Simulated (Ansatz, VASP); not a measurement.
# AlP in VASP and in Ansatz

INCAR

```
SYSTEM = AlP
PREC = Accurate
ENCUT = 500
EDIFF = 1E-6
ISMEAR = 0
SIGMA = 0.05
LREAL = .FALSE.
LASPH = .TRUE.
NELM = 120
ALGO = Normal
ISIF = 2
LWAVE = .FALSE.
LCHARG = .TRUE.
GGA = PE
IVDW = 12
LELF = .TRUE.
LVHAR = .TRUE.
NBANDS = 11
GGA_COMPAT = .FALSE.
```

KPOINTS

```
regular mesh
0
G
  8 8 8
  0 0 0
```

The input POSCAR:

```
AlP
1.0
    0.0000000000      2.7620319205      2.7620319205
    2.7620319205      0.0000000000      2.7620319205
    2.7620319205      2.7620319205      0.0000000000
Al P
1 1
Direct
    0.0000000000      0.0000000000      0.0000000000
    0.7500000000      0.7500000000      0.7500000000
```

Input for Ansatz:

```yaml
crystal:
  lattice:
    - [0.0, 2.7620319205, 2.7620319205]
    - [2.7620319205, 0.0, 2.7620319205]
    - [2.7620319205, 2.7620319205, 0.0]
  atoms:
    - { symbol: Al, position: [0.0, 0.0, 0.0] }
    - { symbol: P, position: [0.75, 0.75, 0.75] }
basis:
  ecutwfc: 420
  ecutrho_ratio: 4
kpoints:
  mp_grid: { grid: [8, 8, 8] }
hamiltonian:
  xc: pbe
  dispersion: d3bj
scf:
  occupations: { method: gaussian, width: 0.05 }
output:
  forces: true
  stress: true
  eigenvalues: true
```

Alike in both runs: task single point; functional PBE; dispersion D3(BJ); k mesh 8 × 8 × 8; occupations gaussian, width 0.05 eV; no spin polarisation.

```csv
,VASP,Ansatz
version,VASP 6.6.1,Ansatz 0.2.0
potentials or method,"VASP PAW PBE potentials, release 64 (Al, P), cutoff 500 eV","scalar-relativistic, plane waves, PAW"
valence electrons in the cell,8,8
```

VASP gave:

```
gap on the k mesh at the Fermi level (eV) : 1.65
least direct gap on the mesh (eV)         : 3.01
pressure (GPa)                            : -3.3
```

Task: What did Ansatz give for the same quantities?

Result: gap on the k mesh at the Fermi level (eV): 1.65; least direct gap on the mesh (eV): 3.01; pressure (GPa): -3.2.
